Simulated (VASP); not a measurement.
Wanted: the native input for a VASP 6.6.1 run.

* Task: single point
* Functional: LDA
* Potentials or basis: VASP PAW LDA potentials, release 64 (Mg, Au)
* Cutoff: 600 eV
* k mesh: 6 × 6 × 6
* Occupations: fermi-dirac, width 0.15 eV
* Spin: no spin polarisation
* Dipole correction: no
* Further INCAR settings: ALGO = Normal; EDIFF = 1e-06; NBANDS = 26

The structure of MgAu3 lies in POSCAR:

```
MgAu3
1.0
   -2.0410379400      2.0410379400      4.1600965500
    2.0410379400     -2.0410379400      4.1600965500
    2.0410379400      2.0410379400     -4.1600965500
Mg Au
1 3
Direct
    0.0000000000      0.0000000000      0.0000000000
    0.5000000000      0.5000000000      0.0000000000
    0.7500000000      0.2500000000      0.5000000000
    0.2500000000      0.7500000000      0.5000000000
```

One way to write it, as run:

INCAR

```
PREC = Accurate
ENCUT = 600
EDIFF = 1E-6
ISMEAR = -1
SIGMA = 0.15
LREAL = F
LASPH = T
NELM = 120
ALGO = Normal
ISIF = 2
LWAVE = F
LCHARG = F
GGA = CA
NBANDS = 26
GGA_COMPAT = F
```

KPOINTS

```
regular mesh
0
Gamma
  6 6 6
```

Potentials or basis: VASP PAW LDA potentials, release 64 (Mg, Au).

Launch:

```console
$ cat potpaw_LDA.64/Mg/POTCAR potpaw_LDA.64/Au/POTCAR > POTCAR
$ mpirun -np 1 vasp_std > vasp.out
```

Results of the run:

```yaml
Pressure: -7.0 GPa
Band_gap_on_the_k_mesh: zero (an odd number of electrons rules out a gap without spin polarisation)
```

Caveat: the cell stands under tension; spin-orbit coupling is left out, which moves the levels of the heavy elements.

It took 48 s on 1 thread of AMD EPYC 9R45 96-Core Processor (Zen 5), with other jobs on the host, peak memory 0.19 GiB.
